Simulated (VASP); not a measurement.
# AlRu in VASP: a series of runs

The runs below take AlRu through electric field gradients, with PBE.

Everything below comes from runs of VASP 6.6.1. Logs are shortened: lines on timing, memory, paths and dates and some standing lists are left out, and cuts for length are marked.

**1. The cell of the first run**

Symmetry: Pm-3m, No. 221, cubic system. Conventional cell: a = 2.992 Å, b = 2.992 Å, c = 2.992 Å, α = 90.00°, β = 90.00°, γ = 90.00°. Al (site symmetry m-3m) has 8 Ru at 2.59 Å and 6 Al at 2.99 Å within 3.4 Å. Within 3.4 Å of Ru (site symmetry m-3m) lie 8 Al at 2.59 Å and 6 Ru at 2.99 Å.

**2. Electric field gradients, PBE**

INCAR reads:

```
PREC = Accurate ; ENCUT = 400
EDIFF = 1E-8 ; ISMEAR = -1
SIGMA = 0.08 ; LREAL = False
LASPH = True ; NELM = 120
ALGO = Normal ; ISIF = 2
LWAVE = False ; LCHARG = False
GGA = PE ; LEFG = True
NBANDS = 16 ; GGA_COMPAT = False
```

KPOINTS reads:

```
regular mesh
0
Gamma
  10 10 10
```

POSCAR reads:

```
AlRu
1.0
    2.9916000000      0.0000000000      0.0000000000
    0.0000000000      2.9916000000      0.0000000000
    0.0000000000      0.0000000000      2.9916000000
Al Ru
1 1
Direct
    0.0000000000      0.0000000000      0.0000000000
    0.5000000000      0.5000000000      0.5000000000
```

Potentials or basis: VASP PAW PBE potentials, release 64 (Al, Ru_pv).

Launch:

```console
> cat potpaw_PBE.64/Al/POTCAR potpaw_PBE.64/Ru_pv/POTCAR > POTCAR
> mpirun -np 1 vasp_std > vasp.out
```

OUTCAR:

```text
PREC = Accurate
   ENCUT = 400
   EDIFF = 1E-8
   ISMEAR = -1
   LREAL = False
   LASPH = True
   NELM = 120
   ISIF = 2
   GGA = PE

 ion  position               nearest neighbor table
   1  0.000  0.000  0.000-   2 2.59   2 2.59   2 2.59   2 2.59   2 2.59   2 2.59   2 2.59   2 2.59

   2  0.500  0.500  0.500-   1 2.59   1 2.59   1 2.59   1 2.59   1 2.59   1 2.59   1 2.59   1 2.59

  LATTYP: Found a simple cubic cell.
 ALAT       =     2.9916000000

  Lattice vectors:

 A1 = (   2.9916000000,   0.0000000000,   0.0000000000)
 A2 = (   0.0000000000,   2.9916000000,   0.0000000000)
 A3 = (   0.0000000000,   0.0000000000,   2.9916000000)

Analysis of symmetry for initial positions (statically):
=====================================================================
 Subroutine PRICEL returns:
 Original cell was already a primitive cell.

 Routine SETGRP: Setting up the symmetry group for a
 simple cubic supercell.

 Subroutine GETGRP returns: Found 48 space group operations
 (whereof 48 operations were pure point group operations)
 out of a pool of 48 trial point group operations.

The static configuration has the point symmetry O_h .

Analysis of symmetry for dynamics (positions and initial velocities):
=====================================================================
 Subroutine PRICEL returns:
 Original cell was already a primitive cell.

 Routine SETGRP: Setting up the symmetry group for a
 simple cubic supercell.

 Subroutine GETGRP returns: Found 48 space group operations
 (whereof 48 operations were pure point group operations)
 out of a pool of 48 trial point group operations.

The dynamic configuration has the point symmetry O_h .

 Subroutine INISYM returns: Found 48 space group operations
 (whereof 48 operations are pure point group operations),
 and found     1 'primitive' translations

----------------------------------------------------------------------------------------

                                     Primitive cell

  volume of cell :      26.7738

  direct lattice vectors                    reciprocal lattice vectors
     2.991600000  0.000000000  0.000000000     0.334269287  0.000000000  0.000000000
     0.000000000  2.991600000  0.000000000     0.000000000  0.334269287  0.000000000
[... 116 lines left out ...]
 non-spin polarized calculation
  energy-cutoff  :      400.00
  volume of cell :       26.77
 maximum number of plane-waves:       500
 NGX is ok and might be reduce to    20
   NGX =  9   NGY =  9   NGZ =  9

 number of electron      16.9999981 magnetization

 Free energy of the ion-electron system (eV)
  ---------------------------------------------------
  ext. energy  EPLUGINS =         0.00000000
  ---------------------------------------------------
  free energy    TOTEN  =       -14.27499613 eV

  energy without entropy =      -14.24147623  energy(sigma->0) =      -14.25823618

 E-fermi :  10.7432     XC(G=0): -12.5661

 val. band max:       10.7199058244   @ k =   0.4000   0.1000   0.1000
 cond. band min:      10.7510055174   @ k =   0.5000   0.1000   0.1000
 fundamental gap:      0.0310996929
 Fermi energy:        10.7431924590

 k-point     1 :       0.0000    0.0000    0.0000
  band No.  band energies     occupation
      1     -31.0530      2.00000
      2     -31.0530      2.00000
      3     -31.0530      2.00000
      4       1.0432      2.00000
      5       7.1475      2.00000
      6       7.1475      2.00000
[... 433 lines left out ...]
      3     -31.0590      2.00000
      4       2.9878      2.00000
      5       7.2021      2.00000
      6       7.7748      2.00000
[... 8 lines left out ...]
     15      24.5125      0.00000
     16      25.2625      0.00000

 [... further k-points ...]
[... 5 lines left out ...]
  --------------------------------------------------------------------------------------
  -------------------------------------------------------------------------------------
  Total        0.3637862      0.3637862      0.3637862      0.0000000      0.0000000     -0.0000000
  in kB       21.7693881     21.7693881     21.7693881      0.0000000      0.0000000     -0.0000000
  external PRESSURE =      21.7693881 kB  Pullay stress =       0.0000000 kB

 VOLUME and BASIS-vectors are now :
 -----------------------------------------------------------------------------
  energy-cutoff  :      400.00
  volume of cell :       26.77
      direct lattice vectors                 reciprocal lattice vectors
     2.991600000  0.000000000  0.000000000     0.334269287  0.000000000  0.000000000
     0.000000000  2.991600000  0.000000000     0.000000000  0.334269287  0.000000000
     0.000000000  0.000000000  2.991600000     0.000000000  0.000000000  0.334269287

 POSITION                                       TOTAL-FORCE (eV/Angst)
 -----------------------------------------------------------------------------------
      0.00000      0.00000      0.00000         0.000000      0.000000      0.000000
      1.49580      1.49580      1.49580         0.000000      0.000000      0.000000
 -----------------------------------------------------------------------------------
    total drift:                               -0.000000      0.000000      0.000000

  FREE ENERGIE OF THE ION-ELECTRON SYSTEM (eV)
  ---------------------------------------------------
  free  energy   TOTEN  =       -14.2749961332 eV

  energy  without entropy=      -14.2414762303  energy(sigma->0) =      -14.25823618

 Electric field gradients (V/A^2)
---------------------------------------------------------------------
 ion       V_xx      V_yy      V_zz      V_xy      V_xz      V_yz
---------------------------------------------------------------------
   1       0.000    -0.000     0.000     0.000    -0.000     0.000
   2       0.000    -0.000     0.000     0.000     0.000     0.000
---------------------------------------------------------------------

 Electric field gradients after diagonalization (V/A^2)
 (convention: |V_zz| > |V_xx| > |V_yy|)
----------------------------------------------------------------------
 ion       V_xx      V_yy      V_zz     asymmetry (V_yy - V_xx)/ V_zz
----------------------------------------------------------------------
   1       0.000    -0.000     0.000      -0.621
   2       0.000    -0.000     0.000      -0.505
----------------------------------------------------------------------

           NMR quadrupolar parameters

 Cq : quadrupolar parameter    Cq=e*Q*V_zz/h
 eta: asymmetry parameters     (V_yy - V_xx)/ V_zz
 Q  : nuclear electric quadrupole moment in mb (millibarn)
----------------------------------------------------------------------
 ion       Cq(MHz)       eta       Q (mb)
----------------------------------------------------------------------
   1       0.000      -0.621       1.000
   2       0.000      -0.505       1.000
----------------------------------------------------------------------
```

OSZICAR:

```text
N       E                     dE             d eps       ncg     rms          rms(c)
DAV:   1     0.898065174874E+02    0.89807E+02   -0.81894E+03  1936   0.802E+02
DAV:   2    -0.135339466044E+02   -0.10334E+03   -0.98252E+02  2160   0.253E+02
DAV:   3    -0.149368972240E+02   -0.14030E+01   -0.13998E+01  2256   0.307E+01
DAV:   4    -0.149469162943E+02   -0.10019E-01   -0.10008E-01  2272   0.277E+00
DAV:   5    -0.149470525458E+02   -0.13625E-03   -0.13623E-03  2144   0.306E-01    0.122E+01
DAV:   6    -0.143569666466E+02    0.59009E+00   -0.22773E+00  1968   0.162E+01    0.237E+00
DAV:   7    -0.142885082020E+02    0.68458E-01   -0.17519E-01  1888   0.464E+00    0.208E+00
DAV:   8    -0.142752206288E+02    0.13288E-01   -0.18102E-02  2088   0.116E+00    0.197E-01
DAV:   9    -0.142750011476E+02    0.21948E-03   -0.50500E-04  2152   0.213E-01    0.132E-01
DAV:  10    -0.142749980646E+02    0.30830E-05   -0.31046E-05  2024   0.577E-02    0.114E-02
DAV:  11    -0.142749966488E+02    0.14158E-05   -0.10288E-06  2296   0.101E-02    0.507E-03
DAV:  12    -0.142749961120E+02    0.53681E-06   -0.59422E-08  2096   0.248E-03    0.237E-04
DAV:  13    -0.142749961296E+02   -0.17543E-07   -0.14594E-09  1184   0.428E-04    0.204E-04
DAV:  14    -0.142749961332E+02   -0.36703E-08   -0.85066E-11  1088   0.960E-05
   1 F= -.14274996E+02 E0= -.14258236E+02  d E =-.335199E-01
```

stdout:

```text
POSCAR found type information on POSCAR AlRu
 POSCAR found :  2 types and       2 ions
 scaLAPACK will be used
 LDA part: xc-table for (Slater+PW92), standard interpolation
 POSCAR, INCAR and KPOINTS ok, starting setup
 FFT: planning ... GRIDC
 FFT: planning ... GRID_SOFT
 FFT: planning ... GRID
 WAVECAR not read
 entering main loop
ion   1

ion   2
```

Run time: 39 s. Hardware: 1 thread of AMD EPYC, shared host; peak memory 0.1 GiB.

Results:

```yaml
Free_energy: -14.2750 eV
Pressure: 2.2 GPa
Band_gap_on_the_k_mesh: zero (an odd number of electrons rules out a gap without spin polarisation)
Largest_electric_field_gradient_by_atom: under 0.05 V/Å² on every atom
```

Levels at points of the mesh, in eV from the Fermi level:
```tsv
k point	band 5	band 6	band 7	band 8	band 9	band 10	band 11	band 12	band 13	band 14
(0.00, 0.00, 0.00)	-3.60	-3.60	0.15	0.15	0.15	6.06	6.06	6.06	10.96	10.96
(0.50, 0.00, 0.00)	-5.51	-2.80	-1.63	-1.63	0.40	2.26	7.42	11.01	11.01	12.11
(0.50, 0.50, 0.00)	-3.09	-1.39	-1.39	-1.19	-1.19	1.50	5.28	6.21	10.57	12.11
(0.50, 0.50, 0.50)	-4.66	-4.66	1.60	1.60	2.55	4.11	4.11	4.11	8.51	8.51
```

**3. Electric field gradients, PBE (x and y stretched by -4 %, z held)**

INCAR reads:

```
SYSTEM = AlRu
PREC = Accurate
ENCUT = 400
EDIFF = 1E-8
ISMEAR = -1
SIGMA = 0.08
LREAL = .FALSE.
LASPH = .TRUE.
NELM = 120
ALGO = Normal
ISIF = 2
LWAVE = .FALSE.
LCHARG = .FALSE.
GGA = PE
LEFG = .TRUE.
NBANDS = 16
GGA_COMPAT = .FALSE.
```

KPOINTS reads:

```
Automatic mesh
0
G
  14 14 14
  0 0 0
```

POSCAR reads:

```
AlRu
1.0
    2.8719360000      0.0000000000      0.0000000000
    0.0000000000      2.8719360000      0.0000000000
    0.0000000000      0.0000000000      2.9916000000
Al Ru
1 1
Direct
    0.0000000000      0.0000000000      0.0000000000
    0.5000000000      0.5000000000      0.5000000000
```

Potentials or basis: VASP PAW PBE potentials, release 64 (Al, Ru_pv).

Launch:

```console
> cat potpaw_PBE.64/Al/POTCAR potpaw_PBE.64/Ru_pv/POTCAR > POTCAR
> mpirun -np 1 vasp_std > vasp.out
```

OUTCAR:

```text
SYSTEM = AlRu
   PREC = Accurate
   ENCUT = 400
   EDIFF = 1E-8
   ISMEAR = -1
   LREAL = .FALSE.
   LASPH = .TRUE.
   NELM = 120
   ISIF = 2
   GGA = PE

 ion  position               nearest neighbor table
   1  0.000  0.000  0.000-   2 2.52   2 2.52   2 2.52   2 2.52   2 2.52   2 2.52   2 2.52   2 2.52

   2  0.500  0.500  0.500-   1 2.52   1 2.52   1 2.52   1 2.52   1 2.52   1 2.52   1 2.52   1 2.52

  LATTYP: Found a simple tetragonal cell.
 ALAT       =     2.8719360000
 C/A-ratio  =     1.0416666667

  Lattice vectors:

 A1 = (   2.8719360000,   0.0000000000,   0.0000000000)
 A2 = (   0.0000000000,   2.8719360000,   0.0000000000)
 A3 = (   0.0000000000,   0.0000000000,   2.9916000000)

Analysis of symmetry for initial positions (statically):
=====================================================================
 Subroutine PRICEL returns:
 Original cell was already a primitive cell.

 Routine SETGRP: Setting up the symmetry group for a
 simple tetragonal supercell.
[... 646 lines left out ...]
      direct lattice vectors                 reciprocal lattice vectors
     2.871936000  0.000000000  0.000000000     0.348197174  0.000000000  0.000000000
     0.000000000  2.871936000  0.000000000     0.000000000  0.348197174  0.000000000
     0.000000000  0.000000000  2.991600000     0.000000000  0.000000000  0.334269287

 POSITION                                       TOTAL-FORCE (eV/Angst)
 -----------------------------------------------------------------------------------
      0.00000      0.00000      0.00000         0.000000      0.000000      0.000000
      1.43597      1.43597      1.49580         0.000000      0.000000      0.000000
 -----------------------------------------------------------------------------------
    total drift:                               -0.000000      0.000000      0.000000

  FREE ENERGIE OF THE ION-ELECTRON SYSTEM (eV)
  ---------------------------------------------------
  free  energy   TOTEN  =       -14.0858089068 eV

  energy  without entropy=      -14.0541006154  energy(sigma->0) =      -14.06995476

 Electric field gradients (V/A^2)
---------------------------------------------------------------------
 ion       V_xx      V_yy      V_zz      V_xy      V_xz      V_yz
---------------------------------------------------------------------
   1      -0.040    -0.040     0.081    -0.000     0.000     0.000
   2     -10.901   -10.901    21.801     0.000     0.000    -0.000
---------------------------------------------------------------------

 Electric field gradients after diagonalization (V/A^2)
 (convention: |V_zz| > |V_xx| > |V_yy|)
----------------------------------------------------------------------
 ion       V_xx      V_yy      V_zz     asymmetry (V_yy - V_xx)/ V_zz
----------------------------------------------------------------------
   1      -0.040    -0.040     0.081       0.000
   2     -10.901   -10.901    21.801       0.000
----------------------------------------------------------------------

           NMR quadrupolar parameters

 Cq : quadrupolar parameter    Cq=e*Q*V_zz/h
 eta: asymmetry parameters     (V_yy - V_xx)/ V_zz
 Q  : nuclear electric quadrupole moment in mb (millibarn)
----------------------------------------------------------------------
 ion       Cq(MHz)       eta       Q (mb)
----------------------------------------------------------------------
   1       0.000       0.000       1.000
   2       0.053       0.000       1.000
----------------------------------------------------------------------
```

OSZICAR:

```text
N       E                     dE             d eps       ncg     rms          rms(c)
DAV:   1     0.970481596432E+02    0.97048E+02   -0.80298E+03  9704   0.810E+02
DAV:   2    -0.132492760304E+02   -0.11030E+03   -0.10538E+03 11232   0.263E+02
DAV:   3    -0.147635414205E+02   -0.15143E+01   -0.15110E+01 11888   0.324E+01
DAV:   4    -0.147734883096E+02   -0.99469E-02   -0.99302E-02 11256   0.280E+00
DAV:   5    -0.147736145469E+02   -0.12624E-03   -0.12620E-03 10992   0.302E-01    0.147E+01
DAV:   6    -0.141534632540E+02    0.62015E+00   -0.21423E+00  9800   0.161E+01    0.273E+00
DAV:   7    -0.140994362764E+02    0.54027E-01   -0.13611E-01  9648   0.417E+00    0.256E+00
DAV:   8    -0.140859119650E+02    0.13524E-01   -0.13003E-02 11048   0.939E-01    0.201E-01
DAV:   9    -0.140858140309E+02    0.97934E-04   -0.22152E-04 11288   0.127E-01    0.137E-01
DAV:  10    -0.140858104956E+02    0.35353E-05   -0.17073E-05 10712   0.417E-02    0.102E-02
DAV:  11    -0.140858091824E+02    0.13132E-05   -0.10358E-06 11184   0.912E-03    0.666E-03
DAV:  12    -0.140858090229E+02    0.15956E-06   -0.29588E-08 11280   0.128E-03    0.189E-03
DAV:  13    -0.140858089138E+02    0.10909E-06   -0.38002E-09  6568   0.634E-04    0.386E-04
DAV:  14    -0.140858089037E+02    0.10093E-07   -0.24316E-10  5504   0.147E-04    0.764E-05
DAV:  15    -0.140858089068E+02   -0.31173E-08   -0.25619E-11  5264   0.500E-05
   1 F= -.14085809E+02 E0= -.14069955E+02  d E =-.317083E-01
```

stdout:

```text
POSCAR found type information on POSCAR AlRu
 POSCAR found :  2 types and       2 ions
 scaLAPACK will be used
 LDA part: xc-table for (Slater+PW92), standard interpolation
 POSCAR, INCAR and KPOINTS ok, starting setup
 FFT: planning ... GRIDC
 FFT: planning ... GRID_SOFT
 FFT: planning ... GRID
 WAVECAR not read
 entering main loop
ion   1

ion   2
```

Run time: 2.4 min. Hardware: 1 thread of AMD EPYC, shared host; peak memory 0.15 GiB.

Results:

| Property | Result |
| --- | --- |
| Free energy | -14.0858 eV |
| Pressure | 23.4 GPa |
| Band gap on the k mesh | zero (an odd number of electrons rules out a gap without spin polarisation) |
| Largest electric field gradient by atom | Al +0.1; Ru +21.8 V/Å² |

Electric field gradients, principal values (V/Å²):
```
atom    least   middle  greatest (by size)
1 Al   -0.040   -0.040               0.081
2 Ru  -10.901  -10.901              21.801
```

Caveat: the cell differs from its parent crystal (x and y stretched by -4 %, z held); the stress differs along the axes, from 18 to 26 GPa; without QUAD_EFG the Cq values of the log hold for a quadrupole moment of 1 mb, not for the nuclei.

(Continued in part 2 of 2.)

The gap in the log of VASP goes by the Fermi energy; the results here count the filled bands.